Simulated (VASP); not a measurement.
# SrAl3 in VASP: notebook

SrAl3 is run at these levels: PBE; tasks: single point.

All numbers are computed with VASP 6.6.1; they aren't measurements. Logs are shortened: lines on timing, memory, paths and dates and some standing lists are left out, and cuts for length are marked.

## (1) The cell of the first run

It takes space group Cmmm (No. 65, orthorhombic). Conventional cell: a = 6.264 Å, b = 6.390 Å, c = 4.474 Å, α = 90.00°, β = 90.00°, γ = 90.00°. Sr (site symmetry mmm) has 12 Al at 3.13 to 3.20 Å within 4.1 Å. Al (site symmetry 2/m) has 8 Al at 3.13 to 3.20 Å and 4 Sr at 3.16 Å within 4.1 Å. Within 4.1 Å of Al (site symmetry mmm) lie 4 Sr at 3.13 to 3.20 Å and 8 Al at 3.16 Å.

## (2) Single point, PBE

The input, INCAR:

```
SYSTEM = SrAl3
PREC = Accurate ; ENCUT = 520
EDIFF = 1E-6 ; ISMEAR = 0
SIGMA = 0.05 ; LREAL = .FALSE.
LASPH = .TRUE. ; NELM = 80
ALGO = Fast ; ISIF = 2
LWAVE = .FALSE. ; LCHARG = .FALSE.
GGA = PE ; NBANDS = 18
```

The input, KPOINTS:

```
regular mesh
0
G
  8 8 8
  0 0 0
```

The input, POSCAR:

```
SrAl3
1.0
    4.4737020881     -0.0447370209      0.0000000000
   -0.0447370209      4.4737020881      0.0000000000
    0.0000000000      0.0000000000      4.4737020881
Sr Al
1 3
Direct
    0.0000000000      0.0000000000      0.0000000000
    0.0000000000      0.5000000000      0.5000000000
    0.5000000000      0.5000000000      0.0000000000
    0.5000000000      0.0000000000      0.5000000000
```

Potentials or basis: VASP PAW PBE potentials, release 64 (Sr_sv, Al).

Started as:

```sh
cat potpaw_PBE.64/Sr_sv/POTCAR potpaw_PBE.64/Al/POTCAR > POTCAR
mpirun -np 1 vasp_std > vasp.out
```

OUTCAR:

```text
SYSTEM = SrAl3
   PREC = Accurate
   ENCUT = 520
   EDIFF = 1E-6
   ISMEAR = 0
   LREAL = .FALSE.
   LASPH = .TRUE.
   NELM = 80
   ISIF = 2
   GGA = PE

 ion  position               nearest neighbor table
   1  0.000  0.000  0.000-   3 3.13   3 3.13   4 3.16   2 3.16   4 3.16   2 3.16   2 3.16   4 3.16
                             4 3.16   2 3.16   3 3.20   3 3.20
   2  0.000  0.500  0.500-   4 3.13   4 3.13   1 3.16   1 3.16   3 3.16   1 3.16   1 3.16   3 3.16
                             3 3.16   3 3.16   4 3.20   4 3.20
   3  0.500  0.500  0.000-   1 3.13   1 3.13   4 3.16   2 3.16   4 3.16   4 3.16   4 3.16   2 3.16
                             2 3.16   2 3.16   1 3.20   1 3.20
   4  0.500  0.000  0.500-   2 3.13   2 3.13   3 3.16   1 3.16   3 3.16   3 3.16   3 3.16   1 3.16
                             1 3.16   1 3.16   2 3.20   2 3.20

  LATTYP: Found a base centered orthorhombic cell.
 ALAT       =     6.2635024653
 B/A-ratio  =     1.0202020202
 C/A-ratio  =     0.7142492739

  Lattice vectors:

 A1 = (   4.4737020881,  -0.0447370209,   0.0000000000)
 A2 = (  -0.0447370209,   4.4737020881,   0.0000000000)
 A3 = (   0.0000000000,   0.0000000000,   4.4737020881)

Analysis of symmetry for initial positions (statically):
=====================================================================
 Subroutine PRICEL returns:
 Original cell was already a primitive cell.

 Routine SETGRP: Setting up the symmetry group for a
 base centered orthorhombic supercell.

 Subroutine GETGRP returns: Found  8 space group operations
 (whereof  8 operations were pure point group operations)
 out of a pool of  8 trial point group operations.

The static configuration has the point symmetry D_2h.

Analysis of symmetry for dynamics (positions and initial velocities):
=====================================================================
 Subroutine PRICEL returns:
 Original cell was already a primitive cell.

 Routine SETGRP: Setting up the symmetry group for a
 base centered orthorhombic supercell.

 Subroutine GETGRP returns: Found  8 space group operations
 (whereof  8 operations were pure point group operations)
 out of a pool of  8 trial point group operations.

The dynamic configuration has the point symmetry D_2h.

 Subroutine INISYM returns: Found  8 space group operations
 (whereof  8 operations are pure point group operations),
 and found     1 'primitive' translations

----------------------------------------------------------------------------------------

                                     Primitive cell

  volume of cell :      89.5278

  direct lattice vectors                    reciprocal lattice vectors
     4.473702088 -0.044737021  0.000000000     0.223550874  0.002235509  0.000000000
    -0.044737021  4.473702088  0.000000000     0.002235509  0.223550874  0.000000000
     0.000000000  0.000000000  4.473702088     0.000000000  0.000000000  0.223528519

  length of vectors
     4.473925768  4.473925768  4.473702088     0.223562051  0.223562051  0.223528519

  position of ions in fractional coordinates (direct lattice)
     0.000000000  0.000000000  0.000000000
     0.000000000  0.500000000  0.500000000
     0.500000000  0.500000000  0.000000000
     0.500000000  0.000000000  0.500000000

  ion indices of the primitive-cell ions
   primitive index   ion index
                 1           1
                 2           2
                 3           3
                 4           4

----------------------------------------------------------------------------------------

 KPOINTS: regular mesh

Automatic generation of k-mesh.
 Grid dimensions read from file:
 generate k-points for:    8    8    8

 Generating k-lattice:

  Cartesian coordinates                     Fractional coordinates (reciprocal lattice)
     0.027943859  0.000279439  0.000000000     0.125000000  0.000000000  0.000000000
     0.000279439  0.027943859  0.000000000     0.000000000  0.125000000  0.000000000
     0.000000000  0.000000000  0.027941065     0.000000000  0.000000000  0.125000000

  Length of vectors
     0.027945256  0.027945256  0.027941065

  Shift w.r.t. Gamma in fractional coordinates (k-lattice)
     0.000000000  0.000000000  0.000000000

 Subroutine IBZKPT returns following result:
 ===========================================

 Found    105 irreducible k-points:

 Following reciprocal coordinates:
            Coordinates               Weight
  0.000000  0.000000  0.000000      1.000000
  0.125000 -0.000000  0.000000      4.000000
  0.250000 -0.000000  0.000000      4.000000
  0.375000 -0.000000  0.000000      4.000000
  0.500000 -0.000000  0.000000      2.000000
  0.125000  0.125000  0.000000      2.000000
[... 16 lines left out ...]
  0.125000 -0.000000  0.125000      8.000000
  0.250000 -0.000000  0.125000      8.000000
 [... further k-points ...]
   k-points           NKPTS =    105   k-points in BZ     NKDIM =    105   number of bands    NBANDS=     18
   number of dos      NEDOS =    301   number of ions     NIONS =      4
   total plane-waves  NPLWV =  46656
   dimension x,y,z NGX =    36 NGY =   36 NGZ =   36
   dimension x,y,z NGXF=    72 NGYF=   72 NGZF=   72
   ions per type =               1   3
   NGX,Y,Z   is equivalent  to a cutoff of  13.38, 13.38, 13.38 a.u.
   NGXF,Y,Z  is equivalent  to a cutoff of  26.75, 26.75, 26.76 a.u.
 SYSTEM =  SrAl3
   PREC   = accura    normal or accurate (medium, high low for compatibility)
   ISTART =      0    job   : 0-new  1-cont  2-samecut
   ICHARG =      2    charge: 1-file 2-atom 10-const
   ISPIN  =      1    spin polarized calculation?
   LNONCOLLINEAR =      F non collinear calculations
   LSORBIT =      F    spin-orbit coupling
   LASPH  =      T    aspherical Exc in radial PAW
   ENCUT  =  520.0 eV  38.22 Ry    6.18 a.u.   8.32  8.32  8.32*2*pi/ulx,y,z
   NELM   =     80;   NELMIN=  2; NELMDL= -5     # of ELM steps
   EDIFF  = 0.1E-05   stopping-criterion for ELM
   LREAL  =      F    real-space projection
   EDIFFG = 0.1E-04   stopping-criterion for IOM
   NSW    =      0    number of steps for IOM
   IBRION =     -1    ionic relax: 0-MD 1-quasi-New 2-CG
   NFREE  =      0    steps in history (QN), initial steepest desc. (CG)
   ISIF   =      2    stress and relaxation
   ISYM   =      2    0-nonsym 1-usesym 2-fastsym
   POTIM  = 0.5000    time-step for ionic-motion
   TEBEG  =    0.0;   TEEND  =   0.0 temperature during run
   PSTRESS=    0.0 pullay stress
   NELECT =      19.0000    total number of electrons
   NUPDOWN=      -1.0000    fix difference up-down
   EMIN   =  10.00;   EMAX   =-10.00  energy-range for DOS
   EFERMI =   0.00;   METHOD = LEGACY
   ISMEAR =     0;   SIGMA  =   0.05  broadening in eV -4-tet -1-fermi 0-gaus
   EFERMI_NEDOS =   21; number of points for ismear=-14 and -15
   IALGO  =     68    algorithm
   IMIX   =      4    mixing-type and parameters
     AMIX     =   0.40;   BMIX     =  1.00
     AMIX_MAG =   1.60;   BMIX_MAG =  1.00
  volume/ion in A,a.u.               =      22.38       151.04
  Fermi-wavevector in a.u.,A,eV,Ry     =   0.976503  1.845323 12.973938  0.953558
  Thomas-Fermi vector in A             =   2.107127
   LORBIT       =      0    0 simple, 1 ext, 2 COOP (PROOUT), +10 PAW based schemes
   GGA     = PE    functional components
   LHFCALC =     F    Hartree Fock is set to
   AEXX    =    0.0000 exact exchange contribution
   IVDW    =     0    specifies the selected vdW correction
   LEPSILON=     F    determine dielectric tensor
   LRPA    =     F    only Hartree local field effects (RPA)
 non-spin polarized calculation
 RMM-DIIS sequential band-by-band and
 Gauss-broadening in eV      SIGMA  =   0.05
  energy-cutoff  :      520.00
  volume of cell :       89.53
 maximum number of plane-waves:      2437
 NGX is ok and might be reduce to    36
   NGX = 17   NGY = 17   NGZ = 17

 number of electron      19.0000001 magnetization

 Free energy of the ion-electron system (eV)
  ---------------------------------------------------
  ext. energy  EPLUGINS =         0.00000000
  ---------------------------------------------------
  free energy    TOTEN  =       -12.81452364 eV

  energy without entropy =      -12.81240217  energy(sigma->0) =      -12.81346290

 E-fermi :   4.9120     XC(G=0):  -9.5262

 val. band max:        4.9077713693   @ k =   0.5000   0.5000   0.1250
 cond. band min:       4.9245237392   @ k =   0.5000   0.1250   0.5000
 fundamental gap:      0.0167523699
 Fermi energy:         4.9119907783

 k-point     1 :       0.0000    0.0000    0.0000
  band No.  band energies     occupation
      1     -29.3254      2.00000
      2     -11.5179      2.00000
      3     -11.5105      2.00000
      4     -11.5024      2.00000
      5      -3.2702      2.00000
      6       2.6894      2.00000
[... 10 lines left out ...]
     17       9.2096      0.00000
     18      10.2858      0.00000

 k-point     2 :       0.1250   -0.0000    0.0000
  band No.  band energies     occupation
      1     -29.3248      2.00000
      2     -11.5343      2.00000
      3     -11.5085      2.00000
      4     -11.5059      2.00000
      5      -3.1337      2.00000
      6       2.0290      2.00000
[... 10 lines left out ...]
     17       9.9622      0.00000
     18      10.3944      0.00000

 k-point     3 :       0.2500   -0.0000    0.0000
  band No.  band energies     occupation
      1     -29.3234      2.00000
      2     -11.5847      2.00000
      3     -11.5037      2.00000
      4     -11.5027      2.00000
      5      -2.7378      2.00000
      6       0.9128      2.00000
[... 10 lines left out ...]
     17      11.0486      0.00000
     18      11.1421      0.00000

 k-point     4 :       0.3750   -0.0000    0.0000
  band No.  band energies     occupation
      1     -29.3220      2.00000
      2     -11.6351      2.00000
      3     -11.4989      2.00000
      4     -11.4982      2.00000
      5      -2.1223      2.00000
      6      -0.1857      2.00000
[... 10 lines left out ...]
     17      10.3980      0.00000
     18      10.4255      0.00000

 k-point     5 :       0.5000   -0.0000    0.0000
  band No.  band energies     occupation
      1     -29.3214      2.00000
      2     -11.6558      2.00000
      3     -11.4969      2.00000
      4     -11.4963      2.00000
      5      -1.5331      2.00000
      6      -0.9407      2.00000
[... 10 lines left out ...]
     17      10.1795      0.00000
     18      10.5654      0.00000

 k-point     6 :       0.1250    0.1250    0.0000
  band No.  band energies     occupation
      1     -29.3242      2.00000
      2     -11.5399      2.00000
      3     -11.5200      2.00000
      4     -11.5065      2.00000
      5      -2.9940      2.00000
      6       1.9303      2.00000
[... 10 lines left out ...]
     17      10.4692      0.00000
     18      11.1280      0.00000

 k-point     7 :       0.2500    0.1250    0.0000
  band No.  band energies     occupation
      1     -29.3228      2.00000
      2     -11.5831      2.00000
      3     -11.5225      2.00000
      4     -11.5018      2.00000
      5      -2.6015      2.00000
      6       0.9769      2.00000
[... 10 lines left out ...]
     17      10.3837      0.00000
     18      10.5464      0.00000

 k-point     8 :       0.3750    0.1250    0.0000
  band No.  band energies     occupation
      1     -29.3214      2.00000
      2     -11.6319      2.00000
      3     -11.5179      2.00000
      4     -11.4971      2.00000
      5      -1.9985      2.00000
      6      -0.0992      2.00000
[... 10 lines left out ...]
     17      10.2420      0.00000
     18      10.7591      0.00000
[... 229 lines left out ...]
     17      10.9327      0.00000
     18      11.3165      0.00000

 k-point    20 :      -0.3750    0.3750    0.0000
  band No.  band energies     occupation
      1     -29.3187      2.00000
      2     -11.6150      2.00000
      3     -11.6084      2.00000
      4     -11.4880      2.00000
      5      -1.2809      2.00000
      6       0.6071      2.00000
[... 10 lines left out ...]
     17      10.9605      0.00000
     18      11.4874      0.00000

 k-point    21 :       0.5000    0.5000    0.0000
  band No.  band energies     occupation
      1     -29.3176      2.00000
      2     -11.6315      2.00000
      3     -11.6217      2.00000
      4     -11.4843      2.00000
      5      -0.6944      2.00000
      6       0.4553      2.00000
[... 10 lines left out ...]
     17      11.8212      0.00000
     18      11.8502      0.00000

 k-point    22 :       0.0000    0.0000    0.1250
  band No.  band energies     occupation
      1     -29.3248      2.00000
      2     -11.5324      2.00000
      3     -11.5159      2.00000
      4     -11.5004      2.00000
      5      -3.1338      2.00000
      6       2.0287      2.00000
[... 10 lines left out ...]
     17      10.0513      0.00000
     18      10.4005      0.00000

 k-point    23 :       0.1250   -0.0000    0.1250
  band No.  band energies     occupation
      1     -29.3242      2.00000
      2     -11.5335      2.00000
      3     -11.5286      2.00000
      4     -11.5039      2.00000
      5      -3.0003      2.00000
      6       1.9781      2.00000
[... 10 lines left out ...]
     17      10.4174      0.00000
     18      11.0571      0.00000

 k-point    24 :       0.2500   -0.0000    0.1250
  band No.  band energies     occupation
      1     -29.3228      2.00000
      2     -11.5817      2.00000
      3     -11.5242      2.00000
      4     -11.5008      2.00000
      5      -2.6133      2.00000
      6       1.0029      2.00000
[... 10 lines left out ...]
     17      10.2234      0.00000
     18      10.5180      0.00000

 [... further k-points ...]
[... 5 lines left out ...]
  --------------------------------------------------------------------------------------
  -------------------------------------------------------------------------------------
  Total        0.0050619      0.0050619      0.0199459      0.5424080      0.0000000      0.0000000
  in kB        0.0905865      0.0905865      0.3569490      9.7068633      0.0000000      0.0000000
  external PRESSURE =       0.1793740 kB  Pullay stress =       0.0000000 kB

 VOLUME and BASIS-vectors are now :
 -----------------------------------------------------------------------------
  energy-cutoff  :      520.00
  volume of cell :       89.53
      direct lattice vectors                 reciprocal lattice vectors
     4.473702088 -0.044737021  0.000000000     0.223550874  0.002235509  0.000000000
    -0.044737021  4.473702088  0.000000000     0.002235509  0.223550874  0.000000000
     0.000000000  0.000000000  4.473702088     0.000000000  0.000000000  0.223528519

 POSITION                                       TOTAL-FORCE (eV/Angst)
 -----------------------------------------------------------------------------------
      0.00000      0.00000      0.00000        -0.000000      0.000000      0.000000
     -0.02237      2.23685      2.23685        -0.000000      0.000000      0.000000
      2.21448      2.21448      0.00000         0.000000      0.000000      0.000000
      2.23685     -0.02237      2.23685        -0.000000      0.000000      0.000000
 -----------------------------------------------------------------------------------
    total drift:                               -0.000000     -0.000000     -0.000000

  FREE ENERGIE OF THE ION-ELECTRON SYSTEM (eV)
  ---------------------------------------------------
  free  energy   TOTEN  =       -12.8145236408 eV

  energy  without entropy=      -12.8124021674  energy(sigma->0) =      -12.81346290
```

Wall time 6.5 min (1 thread of Oxide Virtual Turin-like, shared host); peak memory 0.28 GiB.

Results:

| Quantity | Value |
| --- | --- |
| Free energy | -12.8145 eV |
| Pressure | 0.0 GPa |

## (3) Single point, PBE (atom 4 (Al) moved 0.08 Å along y)

The input, INCAR:

```
PREC = Accurate
ENCUT = 520
EDIFF = 1E-6
ISMEAR = 0
SIGMA = 0.05
LREAL = False
LASPH = True
NELM = 100
ALGO = Normal
ISIF = 2
LWAVE = False
LCHARG = True
GGA = PE
LELF = True
LVHAR = True
NBANDS = 18
```

The input, KPOINTS:

```
regular mesh
0
Gamma
  8 8 8
```

The input, POSCAR:

```
SrAl3
1.0
    4.4737020881      0.0000000000      0.0000000000
    0.0000000000      4.4737020881      0.0000000000
    0.0000000000      0.0000000000      4.4737020881
Sr Al
1 3
Direct
    0.0000000000      0.0000000000      0.0000000000
    0.0000000000      0.5000000000      0.5000000000
    0.5000000000      0.5000000000      0.0000000000
    0.5000000000      0.0178822815      0.5000000000
```

Potentials or basis: VASP PAW PBE potentials, release 64 (Sr_sv, Al).

Started as:

```sh
cat potpaw_PBE.64/Sr_sv/POTCAR potpaw_PBE.64/Al/POTCAR > POTCAR
mpirun -np 1 vasp_std > vasp.out
```

Wall time 2.4 min (1 thread of Oxide Virtual Turin-like, shared host); peak memory 0.25 GiB.

It converged, with:

| Item | Value |
| --- | --- |
| Free energy | -12.8194 eV |
| Pressure | 0.0 GPa |
| Largest force | 0.034 eV/Å |

Forces on the atoms (eV/Å):
```
Sr   0.000  0.034  0.000
Al   0.000 -0.008  0.000
Al   0.000 -0.008  0.000
Al   0.000 -0.018  0.000
```

Stress tensor (GPa, compression positive):
```
0.00 0.00 0.00
0.00 0.12 0.00
0.00 0.00 0.00
```

Levels at points of the mesh, in eV from the Fermi level:
```
           k point  band 7  band 8  band 9  band 10  band 11  band 12
(0.00, 0.00, 0.00)   -2.21   -0.88   -0.88    -0.87     2.46     3.23
(0.50, 0.00, 0.00)   -0.92   -0.91   -0.47    -0.37     1.65     1.65
(0.00, 0.50, 0.00)   -0.93   -0.93   -0.49    -0.35     1.66     1.66
(0.50, 0.50, 0.00)   -4.33   -2.89    0.34     0.35     1.37     1.74
(0.50, 0.00, 0.50)   -4.36   -2.90    0.35     0.35     1.33     1.78
(0.50, 0.50, 0.50)   -4.26   -3.25   -1.37    -1.37    -1.37     2.73
```

Caveat: the cell differs from its parent crystal (atom 4 (Al) moved 0.08 Å along y).
